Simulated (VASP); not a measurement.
Wanted: the native input for a VASP 6.6.1 run.

| Item | Value |
| --- | --- |
| Task | single point |
| Functional | r2SCAN |
| Dispersion | D3(BJ) |
| Potentials or basis | VASP PAW PBE potentials, release 64 (Ta_pv, N) |
| Cutoff | 520 eV |
| k mesh | 9 × 9 × 8, shifted |
| Occupations | gaussian, width 0.15 eV |
| Spin | no spin polarisation |
| Dipole correction | no |
| Further INCAR settings | ALGO = Normal; EDIFF = 1e-06; NBANDS = 15; ISYM = 0 |

The system is TaN.

```
Ta N
1.0
     2.93800    0.00000    0.00000
    -1.46900    2.54438    0.00000
     0.00000    0.00000    2.88300
Ta N
1 1
Direct
  0.33333 0.66667 0.50000
  0.00000 0.00000 0.00000
```

One way to write it, as run:

POSCAR

```
TaN
1.0
    2.9380000000      0.0000000000      0.0000000000
   -1.4690000000      2.5443800000      0.0000000000
    0.0000000000      0.0000000000      2.8830000000
Ta N
1 1
Direct
    0.3333333333      0.6666666667      0.5000000000
    0.0000000000      0.0000000000      0.0000000000
```

INCAR.step1

```
PREC = Accurate ; ENCUT = 520
ISMEAR = 0 ; SIGMA = 0.15
LREAL = False ; LASPH = True
NELM = 100 ; NBANDS = 15
ISYM = 0 ; GGA = PE
ALGO = Normal ; EDIFF = 1E-4
LWAVE = True ; LCHARG = False
```

INCAR.step2

```
PREC = Accurate ; ENCUT = 520
EDIFF = 1E-6 ; ISMEAR = 0
SIGMA = 0.15 ; LREAL = False
LASPH = True ; NELM = 100
ALGO = Normal ; ISIF = 2
LWAVE = False ; LCHARG = False
METAGGA = R2SCAN ; LMIXTAU = True
IVDW = 12 ; VDW_S6 = 1.0
VDW_S8 = 0.78981345 ; VDW_A1 = 0.49484001
VDW_A2 = 5.73083694 ; NBANDS = 15
ISYM = 0 ; ISTART = 1
```

KPOINTS

```
Automatic mesh
0
Gamma
  9 9 8
  0.5 0.5 0.5
```

Potentials or basis: VASP PAW PBE potentials, release 64 (Ta_pv, N).

Launch:

```bash
$ cat potpaw_PBE.64/Ta_pv/POTCAR potpaw_PBE.64/N/POTCAR > POTCAR
$ cp INCAR.step1 INCAR
$ mpirun -np 1 vasp_std > vasp.out
$ cp INCAR.step2 INCAR
$ mpirun -np 1 vasp_std > vasp.out
```

It gave:

```yaml
Pressure: -2.0 GPa
Band_gap_on_the_k_mesh: 0.24 eV (least direct gap 0.37 eV)
Dispersion_energy_per_atom: -0.220 eV
```

Caveat: three body term missing; the PAW data sets were made with another functional, which shifts forces and pressure a little; spin-orbit coupling is left out, which moves the levels of the heavy elements; a shifted mesh leaves out Γ, where band edges can lie.

It took 11 min on 1 thread of Intel Xeon 8259CL, on a shared host, peak memory 0.43 GiB.
